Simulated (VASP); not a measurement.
# TiSi2 (Fddd) in VASP: notebook

Runs on TiSi2. Level: PBE+U. Tasks: single point.

Program: VASP 6.6.1. These are calculated values, not measurements. Logs are shortened: lines on timing, memory, paths and dates and some standing lists are left out, and cuts for length are marked.

### Step 1. The cell of the first run

It takes space group Fddd (No. 70, orthorhombic). Conventional cell: a = 4.779 Å, b = 8.235 Å, c = 8.526 Å, α = 90.00°, β = 90.00°, γ = 90.00°. Ti (site symmetry 222) has 10 Si at 2.55 to 2.78 Å and 4 Ti at 3.20 Å within 3.4 Å. Si (site symmetry 2) has 9 Si at 2.52 to 3.20 Å and 5 Ti at 2.55 to 2.78 Å within 3.3 Å.

### Step 2. Single point, PBE+U

INCAR reads:

```
SYSTEM = TiSi2
PREC = Accurate
ENCUT = 520
EDIFF = 1E-7
ISMEAR = -1
SIGMA = 0.05
LREAL = .False.
LASPH = .True.
NELM = 150
ALGO = Normal
ISIF = 2
LWAVE = .False.
LCHARG = .False.
LMAXMIX = 4
LDAU = .True.
LDAUTYPE = 2
LDAUL = 2 -1
LDAUU = 4 0
LDAUJ = 0 0
LDAUPRINT = 1
GGA = PE
NBANDS = 29
```

KPOINTS reads:

```
regular mesh
0
Gamma
  7 7 7
  0 0 0
```

POSCAR reads:

```
TiSi2
1.0
    0.0000000000      4.1175163063      4.2628978354
    2.3895119538      0.0000000000      4.2628978354
    2.3895119538      4.1175163063      0.0000000000
Ti Si
2 4
Direct
    0.7500000000      0.7500000000      0.7500000000
    0.5000000000      0.5000000000      0.5000000000
    0.4125656100      0.0874343900      0.4125656100
    0.0874343900      0.4125656100      0.0874343900
    0.1625656100      0.8374343900      0.1625656100
    0.8374343900      0.1625656100      0.8374343900
```

Potentials or basis: VASP PAW PBE potentials, release 64 (Ti_sv, Si).

The run is started by

```console
$ cat potpaw_PBE.64/Ti_sv/POTCAR potpaw_PBE.64/Si/POTCAR > POTCAR
$ mpirun -np 1 vasp_std > vasp.out
```

OUTCAR:

```text
SYSTEM = TiSi2
   PREC = Accurate
   ENCUT = 520
   EDIFF = 1E-7
   ISMEAR = -1
   LREAL = .False.
   LASPH = .True.
   NELM = 150
   ISIF = 2
   GGA = PE

 ion  position               nearest neighbor table
   1  0.750  0.750  0.750-   6 2.55   5 2.55   6 2.55   5 2.55   3 2.74   3 2.74   4 2.74   4 2.74
                             3 2.78   4 2.78
   2  0.500  0.500  0.500-   4 2.55   3 2.55   4 2.55   3 2.55   5 2.74   5 2.74   6 2.74   6 2.74
                             5 2.78   6 2.78
   3  0.413  0.087  0.413-   6 2.52   6 2.52   2 2.55   2 2.55   4 2.68   1 2.74   1 2.74   1 2.78
                             4 2.79   4 2.79
   4  0.087  0.413  0.087-   5 2.52   5 2.52   2 2.55   2 2.55   3 2.68   1 2.74   1 2.74   1 2.78
                             3 2.79   3 2.79
   5  0.163  0.837  0.163-   4 2.52   4 2.52   1 2.55   1 2.55   6 2.68   2 2.74   2 2.74   2 2.78
                             6 2.79   6 2.79
   6  0.837  0.163  0.837-   3 2.52   3 2.52   1 2.55   1 2.55   5 2.68   2 2.74   2 2.74   2 2.78
                             5 2.79   5 2.79

  LATTYP: Found a face centered orthorhombic cell.
 ALAT       =     4.7790239076
 B/A-ratio  =     1.7231620456
 C/A-ratio  =     1.7840035613

  Lattice vectors:

 A1 = (   0.0000000000,   4.1175163063,   4.2628978354)
 A2 = (   2.3895119538,   0.0000000000,   4.2628978354)
 A3 = (   2.3895119538,   4.1175163063,   0.0000000000)

Analysis of symmetry for initial positions (statically):
=====================================================================
 Subroutine PRICEL returns:
 Original cell was already a primitive cell.

 Routine SETGRP: Setting up the symmetry group for a
 face centered orthorhombic supercell.

 Subroutine GETGRP returns: Found  8 space group operations
 (whereof  4 operations were pure point group operations)
 out of a pool of  8 trial point group operations.

The static configuration has the point symmetry D_2 .
 The point group associated with its full space group is D_2h.

Analysis of symmetry for dynamics (positions and initial velocities):
=====================================================================
 Subroutine PRICEL returns:
 Original cell was already a primitive cell.

 Routine SETGRP: Setting up the symmetry group for a
 face centered orthorhombic supercell.

 Subroutine GETGRP returns: Found  8 space group operations
 (whereof  4 operations were pure point group operations)
 out of a pool of  8 trial point group operations.

The dynamic configuration has the point symmetry D_2 .
 The point group associated with its full space group is D_2h.

 Subroutine INISYM returns: Found  8 space group operations
 (whereof  4 operations are pure point group operations),
 and found     1 'primitive' translations

----------------------------------------------------------------------------------------

                                     Primitive cell

  volume of cell :      83.8841

  direct lattice vectors                    reciprocal lattice vectors
     0.000000000  4.117516306  4.262897835    -0.209247750  0.121432427  0.117291106
     2.389511954  0.000000000  4.262897835     0.209247750 -0.121432427  0.117291106
     2.389511954  4.117516306  0.000000000     0.209247750  0.121432427 -0.117291106

  length of vectors
     5.926739280  4.886928006  4.760641544     0.268863643  0.268863643  0.268863643

  position of ions in fractional coordinates (direct lattice)
     0.750000000  0.750000000  0.750000000
     0.500000000  0.500000000  0.500000000
     0.412565610  0.087434390  0.412565610
     0.087434390  0.412565610  0.087434390
     0.162565610  0.837434390  0.162565610
[... 118 lines left out ...]
  energy-cutoff  :      520.00
  volume of cell :       83.88
 maximum number of plane-waves:      2286
 NGX is ok and might be reduce to    48
   NGX = 23   NGY = 19   NGZ = 17

atom =   1  type =  1  l = 2

 onsite density matrix

spin component  1

  0.1925  0.0000  0.0000  0.0000  0.0000
  0.0000  0.1950  0.0000  0.0000  0.0000
  0.0000  0.0000  0.1792  0.0000 -0.0092
  0.0000  0.0000  0.0000  0.2368  0.0000
  0.0000  0.0000 -0.0092  0.0000  0.1651

spin component  2

  0.1925  0.0000  0.0000  0.0000  0.0000
  0.0000  0.1950  0.0000  0.0000  0.0000
  0.0000  0.0000  0.1792  0.0000 -0.0092
  0.0000  0.0000  0.0000  0.2368  0.0000
  0.0000  0.0000 -0.0092  0.0000  0.1651

 occupancies and eigenvectors

  o =  0.1605  v =  0.0000  0.0000 -0.4411  0.0000 -0.8974  0.0000  0.0000  0.0000  0.0000  0.0000      0.0000  0.0000  0.0000  0.0000  0.0000  0.0000  0.0000  0.0000  0.0000  0.0000
  o =  0.1605  v =  0.0000  0.0000  0.0000  0.0000  0.0000  0.0000  0.0000 -0.4411  0.0000 -0.8974      0.0000  0.0000  0.0000  0.0000  0.0000  0.0000  0.0000  0.0000  0.0000  0.0000
  o =  0.1837  v =  0.0000  0.0000 -0.8974  0.0000  0.4411  0.0000  0.0000  0.0000  0.0000  0.0000      0.0000  0.0000  0.0000  0.0000  0.0000  0.0000  0.0000  0.0000  0.0000  0.0000
  o =  0.1837  v =  0.0000  0.0000  0.0000  0.0000  0.0000  0.0000  0.0000 -0.8974  0.0000  0.4411      0.0000  0.0000  0.0000  0.0000  0.0000  0.0000  0.0000  0.0000  0.0000  0.0000
  o =  0.1925  v =  0.0000  0.0000  0.0000  0.0000  0.0000  1.0000  0.0000  0.0000  0.0000  0.0000      0.0000  0.0000  0.0000  0.0000  0.0000  0.0000  0.0000  0.0000  0.0000  0.0000
  o =  0.1925  v =  1.0000  0.0000  0.0000  0.0000  0.0000  0.0000  0.0000  0.0000  0.0000  0.0000      0.0000  0.0000  0.0000  0.0000  0.0000  0.0000  0.0000  0.0000  0.0000  0.0000
  o =  0.1950  v =  0.0000  0.0000  0.0000  0.0000  0.0000  0.0000  1.0000  0.0000  0.0000  0.0000      0.0000  0.0000  0.0000  0.0000  0.0000  0.0000  0.0000  0.0000  0.0000  0.0000
  o =  0.1950  v =  0.0000  1.0000  0.0000  0.0000  0.0000  0.0000  0.0000  0.0000  0.0000  0.0000      0.0000  0.0000  0.0000  0.0000  0.0000  0.0000  0.0000  0.0000  0.0000  0.0000
  o =  0.2368  v =  0.0000  0.0000  0.0000  1.0000  0.0000  0.0000  0.0000  0.0000  0.0000  0.0000      0.0000  0.0000  0.0000  0.0000  0.0000  0.0000  0.0000  0.0000  0.0000  0.0000
  o =  0.2368  v =  0.0000  0.0000  0.0000  0.0000  0.0000  0.0000  0.0000  0.0000  1.0000  0.0000      0.0000  0.0000  0.0000  0.0000  0.0000  0.0000  0.0000  0.0000  0.0000  0.0000

atom =   2  type =  1  l = 2

 onsite density matrix

spin component  1

  0.1925  0.0000  0.0000  0.0000  0.0000
  0.0000  0.1950  0.0000  0.0000  0.0000
  0.0000  0.0000  0.1792  0.0000 -0.0092
  0.0000  0.0000  0.0000  0.2368  0.0000
  0.0000  0.0000 -0.0092  0.0000  0.1651

spin component  2

  0.1925  0.0000  0.0000  0.0000  0.0000
  0.0000  0.1950  0.0000  0.0000  0.0000
  0.0000  0.0000  0.1792  0.0000 -0.0092
  0.0000  0.0000  0.0000  0.2368  0.0000
  0.0000  0.0000 -0.0092  0.0000  0.1651

 occupancies and eigenvectors

  o =  0.1605  v =  0.0000  0.0000 -0.4411  0.0000 -0.8974  0.0000  0.0000  0.0000  0.0000  0.0000      0.0000  0.0000  0.0000  0.0000  0.0000  0.0000  0.0000  0.0000  0.0000  0.0000
  o =  0.1605  v =  0.0000  0.0000  0.0000  0.0000  0.0000  0.0000  0.0000 -0.4411  0.0000 -0.8974      0.0000  0.0000  0.0000  0.0000  0.0000  0.0000  0.0000  0.0000  0.0000  0.0000
  o =  0.1837  v =  0.0000  0.0000 -0.8974  0.0000  0.4411  0.0000  0.0000  0.0000  0.0000  0.0000      0.0000  0.0000  0.0000  0.0000  0.0000  0.0000  0.0000  0.0000  0.0000  0.0000
  o =  0.1837  v =  0.0000  0.0000  0.0000  0.0000  0.0000  0.0000  0.0000 -0.8974  0.0000  0.4411      0.0000  0.0000  0.0000  0.0000  0.0000  0.0000  0.0000  0.0000  0.0000  0.0000
  o =  0.1925  v =  0.0000  0.0000  0.0000  0.0000  0.0000  1.0000  0.0000  0.0000  0.0000  0.0000      0.0000  0.0000  0.0000  0.0000  0.0000  0.0000  0.0000  0.0000  0.0000  0.0000
  o =  0.1925  v =  1.0000  0.0000  0.0000  0.0000  0.0000  0.0000  0.0000  0.0000  0.0000  0.0000      0.0000  0.0000  0.0000  0.0000  0.0000  0.0000  0.0000  0.0000  0.0000  0.0000
  o =  0.1950  v =  0.0000  0.0000  0.0000  0.0000  0.0000  0.0000  1.0000  0.0000  0.0000  0.0000      0.0000  0.0000  0.0000  0.0000  0.0000  0.0000  0.0000  0.0000  0.0000  0.0000
  o =  0.1950  v =  0.0000  1.0000  0.0000  0.0000  0.0000  0.0000  0.0000  0.0000  0.0000  0.0000      0.0000  0.0000  0.0000  0.0000  0.0000  0.0000  0.0000  0.0000  0.0000  0.0000
  o =  0.2368  v =  0.0000  0.0000  0.0000  1.0000  0.0000  0.0000  0.0000  0.0000  0.0000  0.0000      0.0000  0.0000  0.0000  0.0000  0.0000  0.0000  0.0000  0.0000  0.0000  0.0000
  o =  0.2368  v =  0.0000  0.0000  0.0000  0.0000  0.0000  0.0000  0.0000  0.0000  1.0000  0.0000      0.0000  0.0000  0.0000  0.0000  0.0000  0.0000  0.0000  0.0000  0.0000  0.0000

 number of electron      40.0000003 magnetization

 Free energy of the ion-electron system (eV)
  ---------------------------------------------------
  ext. energy  EPLUGINS =         0.00000000
  ---------------------------------------------------
  free energy    TOTEN  =       -34.27881059 eV

  energy without entropy =      -34.25890440  energy(sigma->0) =      -34.26885749

 E-fermi :  10.4959     XC(G=0): -11.7510

 val. band max:       10.4745878243   @ k =  -0.1429   0.1429   0.2857
 cond. band min:      10.4987927290   @ k =  -0.1429   0.1429   0.1429
 fundamental gap:      0.0242049047
 Fermi energy:        10.4959476416

 k-point     1 :       0.0000    0.0000    0.0000
  band No.  band energies     occupation
      1     -46.9261      2.00000
      2     -46.8989      2.00000
      3     -23.2746      2.00000
      4     -23.2418      2.00000
      5     -23.1679      2.00000
      6     -23.1586      2.00000
[... 757 lines left out ...]
     28      14.4922      0.00000
     29      14.5010      0.00000

 [... further k-points ...]

------------------------ aborting loop because EDIFF is reached ----------------------------------------

  FORCE on cell =-STRESS in cart. coord.  units (eV):
  Direction    XX          YY          ZZ          XY          YZ          ZX
  --------------------------------------------------------------------------------------
  -------------------------------------------------------------------------------------
  Total        3.8588689      2.8331590      4.1857987      0.0000000      0.0000000      0.0000000
  in kB       73.7040160     54.1130583     79.9483434      0.0000000      0.0000000      0.0000000
  external PRESSURE =      69.2551392 kB  Pullay stress =       0.0000000 kB

 VOLUME and BASIS-vectors are now :
 -----------------------------------------------------------------------------
  energy-cutoff  :      520.00
  volume of cell :       83.88
      direct lattice vectors                 reciprocal lattice vectors
     0.000000000  4.117516306  4.262897835    -0.209247750  0.121432427  0.117291106
     2.389511954  0.000000000  4.262897835     0.209247750 -0.121432427  0.117291106
     2.389511954  4.117516306  0.000000000     0.209247750  0.121432427 -0.117291106

 POSITION                                       TOTAL-FORCE (eV/Angst)
 -----------------------------------------------------------------------------------
      3.58427      6.17627      6.39435         0.000000     -0.000000      0.000000
      2.38951      4.11752      4.26290        -0.000000     -0.000000     -0.000000
      1.19476      3.39749      2.13145         0.000000     -0.114202      0.000000
      1.19476      0.72003      2.13145         0.000000      0.114202      0.000000
      2.38951      1.33873      4.26290        -0.000000     -0.114202     -0.000000
      2.38951      6.89630      4.26290        -0.000000      0.114202     -0.000000
 -----------------------------------------------------------------------------------
    total drift:                               -0.000000     -0.000000      0.000000

  FREE ENERGIE OF THE ION-ELECTRON SYSTEM (eV)
  ---------------------------------------------------
  free  energy   TOTEN  =       -34.2788105903 eV

  energy  without entropy=      -34.2589043981  energy(sigma->0) =      -34.26885749
```

Run time: 7.8 min. Hardware: 1 thread of Intel Xeon 8259CL, shared host; peak memory 0.31 GiB.

Results:

| Item | Value |
| --- | --- |
| Free energy | -34.2788 eV |
| Pressure | 6.9 GPa |
| Largest force | 0.114 eV/Å |
| Band gap on the k mesh | zero (bands 20 and 21 overlap by 1.94 eV) |

Forces in eV/Å, atoms in the order of the input:
```
Ti   0.000  0.000  0.000
Ti   0.000  0.000  0.000
Si   0.000 -0.114  0.000
Si   0.000  0.114  0.000
Si   0.000 -0.114  0.000
Si   0.000  0.114  0.000
```

Stress tensor (GPa, compression positive):
```
7.37 0.00 0.00
0.00 5.41 0.00
0.00 0.00 7.99
```

Eigenvalues of the final occupation matrices:
```tsv
site	spin	trace	eigenvalues
site 1 d	1	0.97	0.16 0.18 0.19 0.20 0.24
site 1 d	2	0.97	0.16 0.18 0.19 0.20 0.24
site 2 d	1	0.97	0.16 0.18 0.19 0.20 0.24
site 2 d	2	0.97	0.16 0.18 0.19 0.20 0.24
```

Caveat: the cell stands under pressure; U without spin polarisation on a metal has little footing; the U is typed as a test and isn't derived for this compound.

(Part 1 of 2 ends here.)

The gap in the log of VASP goes by the Fermi energy; the results here count the filled bands.